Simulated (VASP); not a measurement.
Here is a VASP 6.6.1 calculation.

INCAR

```
SYSTEM = KCl
ALGO     = Normal         ! electronic algorithm
EDIFF    = 1E-6           ! SCF threshold, eV
ENCUT    = 520            ! plane-wave cutoff, eV
GGA      = PS             ! functional
ISIF     = 2              ! what is computed and relaxed
ISMEAR   = -1             ! smearing method
LASPH    = .TRUE.         ! aspherical terms in the spheres
LCHARG   = .FALSE.        ! write CHGCAR
LREAL    = .FALSE.        ! projectors in reciprocal space
LWAVE    = .FALSE.        ! write WAVECAR
NBANDS   = 15             ! bands
NELM     = 80             ! most SCF steps
PREC     = Accurate       ! precision mode
SIGMA    = 0.02           ! smearing width, eV
```

The input KPOINTS:

```
k-points
0
G
  7 7 7
  0 0 0
```

POSCAR

```
KCl
1.0
    3.6703400000      0.0000000000      0.0000000000
    0.0000000000      3.6703400000      0.0000000000
    0.0000000000      0.0000000000      3.6340000000
K Cl
1 1
Direct
    0.0000000000      0.0000000000      0.0000000000
    0.5000000000      0.5000000000      0.5000000000
```

Potentials or basis: VASP PAW PBE potentials, release 64 (K_sv, Cl).

The run is started by

```sh
$ cat potpaw_PBE.64/K_sv/POTCAR potpaw_PBE.64/Cl/POTCAR > POTCAR
$ mpirun -np 1 vasp_std > vasp.out
```

Q: Estimate the pressure.

A: 1.7 GPa.

Q: Estimate the band gap on the k mesh.

A: 5.25 eV, indirect (least direct gap 5.45 eV).

Stress tensor (GPa, compression positive):
```
1.58 0.00 0.00
0.00 1.58 0.00
0.00 0.00 2.07
```

Caveat: the cell differs from its parent crystal (equal xx and yy strain of +1 %); the PAW data sets were made with another functional, which shifts forces and pressure a little. A k mesh can miss the band edges.
